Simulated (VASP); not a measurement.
# NaCl (Immm) in VASP: G0W0 quasiparticle levels with PBE

Aim: the G0W0 quasiparticle levels of NaCl with PBE.

All numbers are computed with VASP 6.6.1; they aren't measurements. Logs are shortened: lines on timing, memory, paths and dates and some standing lists are left out, and cuts for length are marked.

### 1 The cell of the first run

It takes space group Immm (No. 71, orthorhombic). The conventional cell has a = 3.914 Å, b = 4.013 Å, c = 5.605 Å, α = 90.00°, β = 90.00°, γ = 90.00°. Na (site symmetry mmm) has 6 Cl at 2.80 Å within 3.7 Å. Cl (site symmetry mmm) has 6 Na at 2.80 Å within 3.7 Å.

### 2 G0W0 quasiparticle levels, PBE

File POSCAR:

```
NaCl
1.0
   -0.0350337351      2.8026988093      2.8026988093
    2.8026988093     -0.0350337351      2.8026988093
    2.7676650742      2.7676650742      0.0000000000
Na Cl
1 1
Direct
    0.0000000000      0.0000000000      0.0000000000
    0.5000000000      0.5000000000      0.5000000000
```

File INCAR.step1:

```
SYSTEM = NaCl
PREC = Accurate ; ENCUT = 500
EDIFF = 1E-8 ; ISMEAR = 0
SIGMA = 0.01 ; LREAL = .False.
LASPH = .True. ; NELM = 80
ALGO = Normal ; LWAVE = .True.
LCHARG = .False. ; GGA = PE
```

File INCAR.step2:

```
SYSTEM = NaCl
PREC = Accurate ; ENCUT = 500
EDIFF = 1E-8 ; ISMEAR = 0
SIGMA = 0.01 ; LREAL = .False.
LASPH = .True. ; NELM = 1
ALGO = Exact ; LWAVE = .True.
LCHARG = .False. ; GGA = PE
NBANDS = 191 ; LOPTICS = .True.
ISTART = 1
```

File INCAR.step3:

```
SYSTEM = NaCl
PREC = Accurate ; ENCUT = 500
EDIFF = 1E-8 ; ISMEAR = 0
SIGMA = 0.01 ; LREAL = .False.
LASPH = .True. ; ALGO = EVGW0
LWAVE = .False. ; LCHARG = .False.
GGA = PE ; NELMGW = 1
NBANDS = 191 ; ENCUTGW = 150.0
NOMEGA = 96 ; PRECFOCK = Fast
ISTART = 1 ; NBANDSGW = 16
OMEGAMAX = 20
```

File KPOINTS:

```
regular mesh
0
Gamma
  4 4 4
  0 0 0
```

Potentials or basis: VASP PAW PBE potentials, release 64 (Na_sv_GW, Cl_GW).

On the command line:

```bash
$ cat potpaw_PBE.64/Na_sv_GW/POTCAR potpaw_PBE.64/Cl_GW/POTCAR > POTCAR
$ cp INCAR.step1 INCAR
$ mpirun -np 1 vasp_std > vasp.out
$ cp INCAR.step2 INCAR
$ mpirun -np 1 vasp_std > vasp.out
$ cp INCAR.step3 INCAR
$ mpirun -np 1 vasp_std > vasp.out
```

OUTCAR:

```text
SYSTEM = NaCl
   PREC = Accurate
   ENCUT = 500
   EDIFF = 1E-8
   ISMEAR = 0
   LREAL = .False.
   LASPH = .True.
   GGA = PE
   NELMGW = 1
   ENCUTGW = 150.0
   PRECFOCK = Fast
   ISTART = 1

 ion  position               nearest neighbor table
   1  0.000  0.000  0.000-
   2  0.500  0.500  0.500-

  LATTYP: Found a body centered orthorhombic cell.
 ALAT       =     3.9140694840
 B/A-ratio  =     1.0253164557
 C/A-ratio  =     1.4321149999

  Lattice vectors:

 A1 = (   0.0350337351,  -2.8026988093,  -2.8026988093)
 A2 = (  -0.0350337351,   2.8026988093,  -2.8026988093)
 A3 = (   2.8026988093,  -0.0350337351,   2.8026988093)

Analysis of symmetry for initial positions (statically):
=====================================================================
 Subroutine PRICEL returns:
 Original cell was already a primitive cell.

 Routine SETGRP: Setting up the symmetry group for a
 body centered orthorhombic supercell.

 Subroutine GETGRP returns: Found  8 space group operations
 (whereof  8 operations were pure point group operations)
 out of a pool of  8 trial point group operations.

The static configuration has the point symmetry D_2h.

Analysis of symmetry for dynamics (positions and initial velocities):
=====================================================================
 Subroutine PRICEL returns:
 Original cell was already a primitive cell.

 Routine SETGRP: Setting up the symmetry group for a
 body centered orthorhombic supercell.

 Subroutine GETGRP returns: Found  8 space group operations
 (whereof  8 operations were pure point group operations)
 out of a pool of  8 trial point group operations.

The dynamic configuration has the point symmetry D_2h.

 Subroutine INISYM returns: Found  8 space group operations
 (whereof  8 operations are pure point group operations),
 and found     1 'primitive' translations

----------------------------------------------------------------------------------------

                                     Primitive cell

  volume of cell :      44.0242

  direct lattice vectors                    reciprocal lattice vectors
    -0.035033735  2.802698809  2.802698809    -0.176197014  0.176197014  0.178399476
     2.802698809 -0.035033735  2.802698809     0.176197014 -0.176197014  0.178399476
     2.767665074  2.767665074  0.000000000     0.180657698  0.180657698 -0.178399476

  length of vectors
     3.963769493  3.963769493  3.914069484     0.306459049  0.306459049  0.311609981

  position of ions in fractional coordinates (direct lattice)
     0.000000000  0.000000000  0.000000000
     0.500000000  0.500000000  0.500000000

  ion indices of the primitive-cell ions
   primitive index   ion index
                 1           1
                 2           2

----------------------------------------------------------------------------------------

 KPOINTS: regular mesh

Automatic generation of k-mesh.
 Grid dimensions read from file:
 generate k-points for:    4    4    4

 Generating k-lattice:

  Cartesian coordinates                     Fractional coordinates (reciprocal lattice)
    -0.044049253  0.044049253  0.044599869     0.250000000  0.000000000  0.000000000
     0.044049253 -0.044049253  0.044599869     0.000000000  0.250000000  0.000000000
     0.045164424  0.045164424 -0.044599869     0.000000000  0.000000000  0.250000000

  Length of vectors
     0.076614762  0.076614762  0.077902495

  Shift w.r.t. Gamma in fractional coordinates (k-lattice)
     0.000000000  0.000000000  0.000000000

 Subroutine IBZKPT returns following result:
 ===========================================

 Found     18 irreducible k-points:

 Following reciprocal coordinates:
            Coordinates               Weight
  0.000000  0.000000  0.000000      1.000000
  0.250000  0.000000  0.000000      4.000000
  0.500000  0.000000  0.000000      2.000000
  0.250000  0.250000  0.000000      2.000000
  0.500000  0.250000  0.000000      4.000000
 -0.250000  0.250000  0.000000      2.000000
[... 10 lines left out ...]
  0.250000  0.250000  0.500000      2.000000
 -0.250000  0.250000  0.500000      2.000000
   k-points           NKPTS =     18   k-points in BZ     NKDIM =     64   number of bands    NBANDS=    191
   number of dos      NEDOS =    301   number of ions     NIONS =      2
   total plane-waves  NPLWV =  27000
   dimension x,y,z NGX =    30 NGY =   30 NGZ =   30
   dimension x,y,z NGXF=    60 NGYF=   60 NGZF=   60
   ions per type =               1   1
   NGX,Y,Z   is equivalent  to a cutoff of  12.58, 12.58, 12.74 a.u.
   NGXF,Y,Z  is equivalent  to a cutoff of  25.16, 25.16, 25.48 a.u.
 SYSTEM =  NaCl
   PREC   = accura    normal or accurate (medium, high low for compatibility)
   ISTART =      1    job   : 0-new  1-cont  2-samecut
   ICHARG =      0    charge: 1-file 2-atom 10-const
   ISPIN  =      1    spin polarized calculation?
   LNONCOLLINEAR =      F non collinear calculations
   LSORBIT =      F    spin-orbit coupling
   LASPH  =      T    aspherical Exc in radial PAW
   ENCUT  =  500.0 eV  36.75 Ry    6.06 a.u.   7.23  7.23  7.14*2*pi/ulx,y,z
   NELM   =     60;   NELMIN=  2; NELMDL=  0     # of ELM steps
   EDIFF  = 0.1E-07   stopping-criterion for ELM
   LREAL  =      F    real-space projection
   EDIFFG = 0.1E-06   stopping-criterion for IOM
   NSW    =      0    number of steps for IOM
   IBRION =     -1    ionic relax: 0-MD 1-quasi-New 2-CG
   NFREE  =      0    steps in history (QN), initial steepest desc. (CG)
   ISIF   =      0    stress and relaxation
   ISYM   =      3    0-nonsym 1-usesym 2-fastsym
   POTIM  = 0.5000    time-step for ionic-motion
   TEBEG  =    0.0;   TEEND  =   0.0 temperature during run
   PSTRESS=    0.0 pullay stress
   NELECT =      16.0000    total number of electrons
   NUPDOWN=      -1.0000    fix difference up-down
   EMIN   =  10.00;   EMAX   =-10.00  energy-range for DOS
   EFERMI =   0.00;   METHOD = LEGACY
   ISMEAR =     0;   SIGMA  =   0.01  broadening in eV -4-tet -1-fermi 0-gaus
   EFERMI_NEDOS =   21; number of points for ismear=-14 and -15
   IALGO  =     38    algorithm
   IMIX   =      4    mixing-type and parameters
     AMIX     =   0.40;   BMIX     =  1.00
     AMIX_MAG =   1.60;   BMIX_MAG =  1.00
  volume/ion in A,a.u.               =      22.01       148.54
  Fermi-wavevector in a.u.,A,eV,Ry     =   1.168291  2.207750 18.570643  1.364904
  Thomas-Fermi vector in A             =   2.304780
   LORBIT       =      0    0 simple, 1 ext, 2 COOP (PROOUT), +10 PAW based schemes
   GGA     = PE    functional components
   LHFCALC =     T    Hartree Fock is set to
   PRECFOCK=fast      Normal, Fast or Accurate (Low or Medium for compatibility)
   ENCUT4O =  -1.0   cutoff for four orbital integrals eV
   NKREDX  =     1    reduce k-point grid by
   NKREDY  =     1    reduce k-point grid by
   NKREDZ  =     1    reduce k-point grid by
   AEXX    =    1.0000 exact exchange contribution
   HFSCREEN=    0.0000 screening length (either q_TF or 0.3 A-1)
   HFSCREENC=   0.0000 screening length for correlation (either q_TF or 0.3 A-1)
   ENCUTFOCK=  -1.0 apply spherical cutoff to Coloumb kernel
   IVDW    =     0    specifies the selected vdW correction
   LEPSILON=     F    determine dielectric tensor
   LRPA    =     F    only Hartree local field effects (RPA)
   LRPAFORCE           =     F    calculate RPA forces
   ENCUTGW             = 150.0    cutoff for response function in eV
   ENCUTGWSOFT         = 120.0    soft cutoff for Coulomb kernel in GW response function in eV
   ENCUTLF             =  -1.0    cutoff for local field effects
   NELMGW              =     1    number of iterations in solving QP/BSE equation
   NELMHF              =     1    number of iterations in the inner HF iteration
   NKREDLFX            =     1    NKREDLFY  =   1   NKREDLFZ  =   1
 non-spin polarized calculation
 Gauss-broadening in eV      SIGMA  =   0.01
  energy-cutoff  :      500.00
  volume of cell :       44.02
 maximum number of plane-waves:      1124
 NGX is ok and might be reduce to    30
  NGX = 16; NGY = 16; NGZ = 16
   NGX = 15   NGY = 15   NGZ = 15
 maximum number of plane-waves:       192

 QP shifts <psi_nk| G(iteration)W_0 |psi_nk>: iteration 1
 for sc-GW calculations column KS-energies equals QP-energies in previous step
 and V_xc(KS)=  KS-energies - (<T + V_ion + V_H > + <T+V_H+V_ion>^1  + <V_x>^1)

 k-point   1 :       0.0000    0.0000    0.0000
  band No.  KS-energies  QP-energies   sigma(KS)   V_xc(KS)     V^pw_x(r,r')   Z            occupation Imag(sigma)

      1     -49.6776     -58.6879     -41.0136     -29.2758     -49.1357       0.7676       2.0000       0.2397
      2     -21.6138     -27.3660     -35.4265     -28.3194     -41.3618       0.8094       2.0000       0.0429
      3     -21.6138     -27.3660     -35.4265     -28.3194     -41.3618       0.8094       2.0000       0.0429
      4     -21.6138     -27.3660     -35.4265     -28.3194     -41.3618       0.8094       2.0000       0.0429
      5     -13.5273     -14.7639     -16.8109     -14.9601     -24.2383       0.6681       2.0000       1.2613
      6      -0.8727      -2.8801     -17.0387     -14.5222     -18.8980       0.7977       2.0000       0.0306
[... 8 lines left out ...]
     15      14.1446      14.4139      -4.9480      -5.2914      -0.9680       0.7841       0.0000      -0.1458
     16      16.3803      17.4020      -7.4496      -8.7357      -3.1268       0.7944       0.0000      -0.2419

 k-point   2 :       0.2500    0.0000    0.0000
  band No.  KS-energies  QP-energies   sigma(KS)   V_xc(KS)     V^pw_x(r,r')   Z            occupation Imag(sigma)

      1     -49.6772     -58.6922     -41.0143     -29.2768     -49.1365       0.7681       2.0000       0.2397
      2     -21.6283     -27.3558     -35.3555     -28.2567     -41.2973       0.8068       2.0000       0.0550
      3     -21.6166     -27.3635     -35.4214     -28.3172     -41.3547       0.8089       2.0000       0.0424
      4     -21.6140     -27.3661     -35.4226     -28.3159     -41.3582       0.8094       2.0000       0.0431
      5     -13.3607     -14.6120     -17.0408     -15.1961     -24.4189       0.6783       2.0000       1.2096
      6      -1.9718      -4.1079     -15.7690     -13.0710     -17.7109       0.7917       2.0000       0.0363
[... 8 lines left out ...]
     15      15.0103      15.8758      -6.6159      -7.7084      -2.4349       0.7922       0.0000      -0.1701
     16      17.9426      18.7515      -6.7546      -7.7391      -2.2487       0.8217       0.0000      -0.4474

 k-point   3 :       0.5000    0.0000    0.0000
  band No.  KS-energies  QP-energies   sigma(KS)   V_xc(KS)     V^pw_x(r,r')   Z            occupation Imag(sigma)

      1     -49.6768     -58.6997     -41.0146     -29.2778     -49.1370       0.7688       2.0000       0.2396
      2     -21.6440     -27.3550     -35.2831     -28.1964     -41.2302       0.8059       2.0000       0.0668
      3     -21.6177     -27.3609     -35.4163     -28.3138     -41.3492       0.8086       2.0000       0.0424
      4     -21.6150     -27.3644     -35.4180     -28.3134     -41.3532       0.8093       2.0000       0.0431
      5     -13.1839     -14.4524     -17.2920     -15.4571     -24.6199       0.6913       2.0000       1.1556
      6      -2.8149      -5.0700     -15.1612     -12.2829     -17.2669       0.7835       2.0000       0.0451
[... 274 lines left out ...]
      1     -49.6766     -58.7101     -41.0144     -29.2781     -49.1369       0.7697       2.0000       0.2396
      2     -21.6386     -27.3514     -35.3221     -28.2326     -41.2616       0.8058       2.0000       0.0573
      3     -21.6232     -27.3563     -35.3938     -28.2875     -41.3260       0.8068       2.0000       0.0437
      4     -21.6143     -27.3650     -35.4177     -28.3118     -41.3536       0.8093       2.0000       0.0432
      5     -13.1833     -14.4386     -17.2351     -15.4142     -24.5705       0.6894       2.0000       1.1630
      6      -2.3257      -4.5245     -15.5255     -12.7381     -17.5547       0.7888       2.0000       0.0400
[... 8 lines left out ...]
     15      15.7828      17.4991      -9.4074     -11.5773      -4.8965       0.7910       0.0000      -0.1612
     16      17.6159      18.5931      -7.1184      -8.3163      -2.7405       0.8158       0.0000      -0.3496

 k-point  18 :      -0.2500    0.2500    0.5000
  band No.  KS-energies  QP-energies   sigma(KS)   V_xc(KS)     V^pw_x(r,r')   Z            occupation Imag(sigma)

      1     -49.6764     -58.7394     -41.0147     -29.2786     -49.1374       0.7722       2.0000       0.2394
      2     -21.6322     -27.3560     -35.3679     -28.2652     -41.2962       0.8059       2.0000       0.0439
      3     -21.6253     -27.3533     -35.3785     -28.2749     -41.3135       0.8064       2.0000       0.0472
      4     -21.6253     -27.3533     -35.3785     -28.2749     -41.3135       0.8064       2.0000       0.0472
      5     -13.1065     -14.3626     -17.2759     -15.4776     -24.5965       0.6985       2.0000       1.1451
      6      -2.0706      -4.2622     -15.9065     -13.1267     -17.9493       0.7884       2.0000       0.0384
[... 8 lines left out ...]
     15      15.2556      16.7591      -8.5267     -10.4165      -4.1794       0.7956       0.0000      -0.1588
     16      16.0209      17.7677      -9.4709     -11.6846      -4.9209       0.7891       0.0000      -0.1722
```

It took 3.8 min on 1 thread of Intel Xeon 6975P-C (Granite Rapids), shared host; peak memory 0.62 GiB.

Results:

* Quasiparticle gap: 8.00 eV
* Least direct quasiparticle gap: 8.00 eV
* Band gap of the starting levels on the mesh: 5.13 eV
* Least direct gap of the starting levels on the mesh: 5.13 eV

Caveat: the k points lie up to 0.49 Å⁻¹ apart; bands, screening cutoff and mesh are small and nothing is extrapolated, so the quasiparticle values aren't converged.
